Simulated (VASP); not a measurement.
Write the native input for VASP 6.6.1 that does the following.

* Task: single point
* Functional: r2SCAN
* Potentials or basis: VASP PAW PBE potentials, release 64 (W_sv, S)
* Cutoff: 520 eV
* k mesh: 11 × 11 × 2
* Occupations: methfessel-paxton, width 0.1 eV
* Spin: no spin polarisation
* Dipole correction: no
* Further INCAR settings: ALGO = Normal; EDIFF = 1e-06; NBANDS = 20

WS2, a slab with vacuum:

```
W S
1.0
     3.18352    0.00000    0.00000
    -1.59176    2.75701    0.00000
     0.00000    0.00000   16.95058
W S
1 2
Direct
  0.33333 0.66667 0.00000
  0.66667 0.33333 0.90800
  0.66667 0.33333 0.09200
```

One way to write it, as run:

POSCAR

```
WS2
1.0
    3.1835160000      0.0000000000      0.0000000000
   -1.5917580000      2.7570057294      0.0000000000
    0.0000000000      0.0000000000     16.9505780000
W S
1 2
Direct
    0.3333333333      0.6666666667      0.0000000000
    0.6666666667      0.3333333333      0.9079990000
    0.6666666667      0.3333333333      0.0920010000
```

INCAR.step1

```
ALGO = Normal
EDIFF = 1E-4
ENCUT = 520
GGA = PE
ISMEAR = 1
LASPH = True
LCHARG = False
LREAL = False
LWAVE = True
NBANDS = 20
NELM = 60
PREC = Accurate
SIGMA = 0.1
```

INCAR.step2

```
ALGO = Normal
EDIFF = 1E-6
ENCUT = 520
ISIF = 2
ISMEAR = 1
ISTART = 1
LASPH = True
LCHARG = False
LMIXTAU = True
LREAL = False
LWAVE = False
METAGGA = R2SCAN
NBANDS = 20
NELM = 60
PREC = Accurate
SIGMA = 0.1
```

KPOINTS

```
k-points
0
Gamma
  11 11 2
```

Potentials or basis: VASP PAW PBE potentials, release 64 (W_sv, S).

The run is started by

```sh
$ cat potpaw_PBE.64/W_sv/POTCAR potpaw_PBE.64/S/POTCAR > POTCAR
$ cp INCAR.step1 INCAR
$ mpirun -np 1 vasp_std > vasp.out
$ cp INCAR.step2 INCAR
$ mpirun -np 1 vasp_std > vasp.out
```

It gave:

* Largest force: 0.010 eV/Å
* Band gap on the k mesh: 2.06 eV (least direct gap 2.20 eV)

Caveat: the PAW data sets were made with another functional, which shifts forces and pressure a little; spin-orbit coupling is left out, which moves the levels of the heavy elements.

It took 9.7 min on 1 thread of Intel Xeon 8259CL (shared host), peak memory 0.33 GiB.
